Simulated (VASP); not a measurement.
# CaO (P6_3/mmc) in VASP: relaxation of cell and atoms with r2SCAN

Aim: the relaxation of cell and atoms of CaO with r2SCAN.

Program: VASP 6.6.1. These are calculated values, not measurements. Logs are shortened: lines on timing, memory, paths and dates and some standing lists are left out, and cuts for length are marked.

### 1 The cell of the first run

It takes space group P6_3/mmc (No. 194, hexagonal). Conventional cell: a = 4.003 Å, b = 4.003 Å, c = 4.810 Å, α = 90.00°, β = 90.00°, γ = 120.00°. Ca (site symmetry -6m2) has 5 O at 2.31 to 2.41 Å within 3.1 Å. O (site symmetry -6m2) has 5 Ca at 2.31 to 2.41 Å within 3.1 Å.

### 2 Relaxation of cell and atoms, r2SCAN

Input file POSCAR:

```
CaO
1.0
    4.0031435928      0.0000000000      0.0000000000
   -2.0015717964      3.4668240464      0.0000000000
    0.0000000000      0.0000000000      4.8101069543
Ca O
2 2
Direct
    0.3333333333      0.6666666667     -0.0624994791
    0.6666666667      0.3333333333      0.4375005209
    0.3333333333      0.6666666667      0.4374994791
    0.6666666667      0.3333333333      0.9374994791
```

Input file INCAR.step1:

```
SYSTEM = CaO
ALGO = Normal ; EDIFF = 1E-4
ENCUT = 600 ; GGA = PE
ISMEAR = -1 ; LASPH = .TRUE.
LCHARG = .FALSE. ; LREAL = .FALSE.
LWAVE = .TRUE. ; NELM = 80
PREC = Accurate ; SIGMA = 0.02
```

Input file INCAR.step2:

```
SYSTEM = CaO
ALGO = Normal ; EDIFF = 1E-6
EDIFFG = -0.005 ; ENCUT = 600
IBRION = 2 ; ISIF = 3
ISMEAR = -1 ; ISTART = 1
LASPH = .TRUE. ; LCHARG = .FALSE.
LMIXTAU = .TRUE. ; LREAL = .FALSE.
LWAVE = .FALSE. ; METAGGA = R2SCAN
NELM = 80 ; NSW = 80
PREC = Accurate ; SIGMA = 0.02
```

Input file KPOINTS:

```
k-points
0
G
  6 6 6
  0 0 0
```

Potentials or basis: VASP PAW PBE potentials, release 64 (Ca_sv, O).

Run with:

```sh
cat potpaw_PBE.64/Ca_sv/POTCAR potpaw_PBE.64/O/POTCAR > POTCAR
cp INCAR.step1 INCAR
mpirun -np 1 vasp_std > vasp.out
cp INCAR.step2 INCAR
mpirun -np 1 vasp_std > vasp.out
```

OUTCAR:

```text
SYSTEM = CaO
   EDIFF = 1E-6
   EDIFFG = -0.005
   ENCUT = 600
   IBRION = 2
   ISIF = 3
   ISMEAR = -1
   ISTART = 1
   LASPH = .TRUE.
   LREAL = .FALSE.
   METAGGA = R2SCAN
   NELM = 80
   NSW = 80
   PREC = Accurate

 ion  position               nearest neighbor table
   1  0.333  0.667  0.938-   4 2.31   4 2.31   4 2.31   3 2.41   3 2.41
   2  0.667  0.333  0.438-   3 2.31   3 2.31   3 2.31   4 2.41   4 2.41
   3  0.333  0.667  0.437-   2 2.31   2 2.31   2 2.31   1 2.41   1 2.41
   4  0.667  0.333  0.937-   1 2.31   1 2.31   1 2.31   2 2.41   2 2.41

  LATTYP: Found a hexagonal cell.
 ALAT       =     4.0031435928
 C/A-ratio  =     1.2015824171

  Lattice vectors:

 A1 = (   4.0031435928,   0.0000000000,   0.0000000000)
 A2 = (  -2.0015717964,   3.4668240464,   0.0000000000)
 A3 = (   0.0000000000,   0.0000000000,   4.8101069543)

Analysis of symmetry for initial positions (statically):
=====================================================================
 Subroutine PRICEL returns:
 Original cell was already a primitive cell.

 Routine SETGRP: Setting up the symmetry group for a
 hexagonal supercell.

 Subroutine GETGRP returns: Found 24 space group operations
 (whereof  6 operations were pure point group operations)
 out of a pool of 24 trial point group operations.

The static configuration has the point symmetry C_3v.
 The point group associated with its full space group is D_6h.

Analysis of symmetry for dynamics (positions and initial velocities):
=====================================================================
 Subroutine PRICEL returns:
 Original cell was already a primitive cell.

 Routine SETGRP: Setting up the symmetry group for a
 hexagonal supercell.

 Subroutine GETGRP returns: Found 24 space group operations
 (whereof  6 operations were pure point group operations)
 out of a pool of 24 trial point group operations.

The dynamic configuration has the point symmetry C_3v.
 The point group associated with its full space group is D_6h.

 Subroutine INISYM returns: Found 24 space group operations
 (whereof  6 operations are pure point group operations),
 and found     1 'primitive' translations

----------------------------------------------------------------------------------------

                                     Primitive cell

  volume of cell :      66.7556

  direct lattice vectors                    reciprocal lattice vectors
     4.003143593  0.000000000  0.000000000     0.249803680  0.144224222  0.000000000
    -2.001571796  3.466824046  0.000000000     0.000000000  0.288448443  0.000000000
[... 95 lines left out ...]
   ISIF   =      3    stress and relaxation
   ISYM   =      2    0-nonsym 1-usesym 2-fastsym
   POTIM  = 0.5000    time-step for ionic-motion
   TEBEG  =    0.0;   TEEND  =   0.0 temperature during run
   PSTRESS=    0.0 pullay stress
   NELECT =      32.0000    total number of electrons
   NUPDOWN=      -1.0000    fix difference up-down
   EMIN   =  10.00;   EMAX   =-10.00  energy-range for DOS
   EFERMI =   0.00;   METHOD = LEGACY
   ISMEAR =    -1;   SIGMA  =   0.02  broadening in eV -4-tet -1-fermi 0-gaus
   EFERMI_NEDOS =   21; number of points for ismear=-14 and -15
   IALGO  =     38    algorithm
   IMIX   =      4    mixing-type and parameters
     AMIX     =   0.40;   BMIX     =  1.00
     AMIX_MAG =   1.60;   BMIX_MAG =  1.00
  volume/ion in A,a.u.               =      16.69       112.62
  Fermi-wavevector in a.u.,A,eV,Ry     =   1.281235  2.421184 22.334836  1.641564
  Thomas-Fermi vector in A             =   2.413617
   LORBIT       =      0    0 simple, 1 ext, 2 COOP (PROOUT), +10 PAW based schemes
   METAGGA = R2SCAN    functional components
   LHFCALC =     F    Hartree Fock is set to
   AEXX    =    0.0000 exact exchange contribution
   IVDW    =     0    specifies the selected vdW correction
   LEPSILON=     F    determine dielectric tensor
   LRPA    =     F    only Hartree local field effects (RPA)
 conjugate gradient relaxation of ions
 non-spin polarized calculation
  energy-cutoff  :      600.00
  volume of cell :       66.76
 maximum number of plane-waves:      2262
 NGX is ok and might be reduce to    32
   NGX = 15   NGY = 15   NGZ = 19

--------------------------------------- Ionic step        1  -------------------------------------------

 number of electron      31.9999999 magnetization

 Free energy of the ion-electron system (eV)
  ---------------------------------------------------
  ext. energy  EPLUGINS =         0.00000000
  ---------------------------------------------------
  free energy    TOTEN  =       -38.49551831 eV

  energy without entropy =      -38.49551831  energy(sigma->0) =      -38.49551831

------------------------ aborting loop because EDIFF is reached ----------------------------------------

  FORCE on cell =-STRESS in cart. coord.  units (eV):
  Direction    XX          YY          ZZ          XY          YZ          ZX
  --------------------------------------------------------------------------------------
  -------------------------------------------------------------------------------------
  Total       -0.3298727     -0.3298727     -0.6121838      0.0000000      0.0000000      0.0000000
  in kB       -7.9171567     -7.9171567    -14.6928048      0.0000000      0.0000000      0.0000000
  external PRESSURE =     -10.1757061 kB  Pullay stress =       0.0000000 kB
[... 101 lines left out ...]
--------------------------------------- Ionic step        4  -------------------------------------------

 number of electron      32.0000000 magnetization

 Free energy of the ion-electron system (eV)
  ---------------------------------------------------
  ext. energy  EPLUGINS =         0.00000000
  ---------------------------------------------------
  free energy    TOTEN  =       -38.49814015 eV

  energy without entropy =      -38.49814015  energy(sigma->0) =      -38.49814015

 E-fermi :   1.4390     XC(G=0):  -9.9567

 val. band max:        1.0019248586   @ k =   0.0000   0.0000   0.0000
 cond. band min:       4.5803593983   @ k =   0.0000   0.0000   0.0000
 fundamental gap:      3.5784345397
 Fermi energy:         1.4389701946

 k-point     1 :       0.0000    0.0000    0.0000
  band No.  band energies     occupation
      1     -38.0617      2.00000
      2     -37.9323      2.00000
      3     -18.5206      2.00000
      4     -18.2797      2.00000
      5     -18.2797      2.00000
      6     -18.0850      2.00000
[... 541 lines left out ...]
     19       9.1016      0.00000
     20       9.1016      0.00000

 [... further k-points ...]
[... 5 lines left out ...]
  --------------------------------------------------------------------------------------
  -------------------------------------------------------------------------------------
  Total        0.0111408      0.0111408     -0.0143745      0.0000000     -0.0000000      0.0000000
  in kB        0.2702848      0.2702848     -0.3487380      0.0000000     -0.0000000      0.0000000
  external PRESSURE =       0.0639439 kB  Pullay stress =       0.0000000 kB
[... 19 lines left out ...]
  FREE ENERGIE OF THE ION-ELECTRON SYSTEM (eV)
  ---------------------------------------------------
  free  energy   TOTEN  =       -38.4981401486 eV

  energy  without entropy=      -38.4981401486  energy(sigma->0) =      -38.49814015

 reached required accuracy - stopping structural energy minimisation
```

OUTCAR.step1:

```text
SYSTEM = CaO
   EDIFF = 1E-4
   ENCUT = 600
   GGA = PE
   ISMEAR = -1
   LASPH = .TRUE.
   LREAL = .FALSE.
   NELM = 80
[... 781 lines left out ...]
      2.00157      1.15561      2.10442        -0.000000      0.000000     -0.000000
     -0.00000      2.31122      2.10442        -0.000000     -0.000000      0.000000
      2.00157      1.15561      4.50947         0.000000     -0.000000      0.000000
 -----------------------------------------------------------------------------------
    total drift:                               -0.000000      0.000000      0.011783

  FREE ENERGIE OF THE ION-ELECTRON SYSTEM (eV)
  ---------------------------------------------------
  free  energy   TOTEN  =       -25.3555035723 eV

  energy  without entropy=      -25.3555035723  energy(sigma->0) =      -25.35550357
```

OSZICAR.step1:

```text
N       E                     dE             d eps       ncg     rms          rms(c)
DAV:   1     0.362272495897E+03    0.36227E+03   -0.18067E+04  1120   0.177E+03
DAV:   2     0.610629197761E+01   -0.35617E+03   -0.34193E+03  1244   0.473E+02
DAV:   3    -0.289328824625E+02   -0.35039E+02   -0.34787E+02  1872   0.134E+02
DAV:   4    -0.300802777143E+02   -0.11474E+01   -0.11451E+01  1504   0.233E+01
DAV:   5    -0.301264858910E+02   -0.46208E-01   -0.46204E-01  1640   0.360E+00    0.131E+01
DAV:   6    -0.254480984890E+02    0.46784E+01   -0.27838E+01  1484   0.361E+01    0.559E+00
DAV:   7    -0.254026044446E+02    0.45494E-01   -0.30725E+00  1488   0.125E+01    0.277E+00
DAV:   8    -0.253595960945E+02    0.43008E-01   -0.37038E-01  1536   0.539E+00    0.856E-01
DAV:   9    -0.253516345072E+02    0.79616E-02   -0.11595E-01  1344   0.223E+00    0.221E-01
DAV:  10    -0.253552233772E+02   -0.35889E-02   -0.91496E-03  1496   0.681E-01    0.806E-02
DAV:  11    -0.253556704394E+02   -0.44706E-03   -0.34223E-03  1160   0.315E-01    0.102E-01
DAV:  12    -0.253554977699E+02    0.17267E-03   -0.11564E-03  1084   0.251E-01    0.744E-03
DAV:  13    -0.253555035723E+02   -0.58025E-05   -0.41984E-05   792   0.549E-02
   1 F= -.25355504E+02 E0= -.25355504E+02  d E =-.129563E-10
```

Wall time 11 min (1 thread of Intel Xeon 8259CL, shared host); peak memory 0.24 GiB.

What came out:

```yaml
Free_energy: -38.4981 eV
Relaxed_volume: 16.51 Å³/atom
Relaxed_cell: a = 3.993 Å, b = 3.993 Å, c = 4.782 Å, α = 90.00°, β = 90.00°, γ = 120.00°
Space_group_after_relaxing_to_0.1_Å: P6_3/mmc (No. 194)
Energy_gained_by_relaxing: 0.7 meV/atom
Ionic_steps: 4
Pressure_after_relaxing: 0.0 GPa
Band_gap_on_the_k_mesh: 3.58 eV
```

The path:
```tsv
step	energy change (eV)	largest force (eV/Å)	pressure (GPa)	volume (Å³)
1	0.0000	0.0000	-1.02	66.76
2	-0.0022	0.0000	0.44	65.74
3	-0.0026	0.0000	0.03	66.02
4	-0.0026	0.0000	0.01	66.04
```

Final structure:
```yaml
crystal:
  lattice:
    - [3.99347, 0.00000, 0.00000]
    - [-1.99674, 3.45845, 0.00000]
    - [0.00000, 0.00000, 4.78159]
  atoms:
    - { symbol: Ca, position: [0.33333, 0.66667, 0.93750] }
    - { symbol: Ca, position: [0.66667, 0.33333, 0.43750] }
    - { symbol: O, position: [0.33333, 0.66667, 0.43750] }
    - { symbol: O, position: [0.66667, 0.33333, 0.93750] }
```

Caveat: the structure was generated, so it needn't be the stable form of CaO; the PAW data sets were made with another functional, which shifts forces and pressure a little.
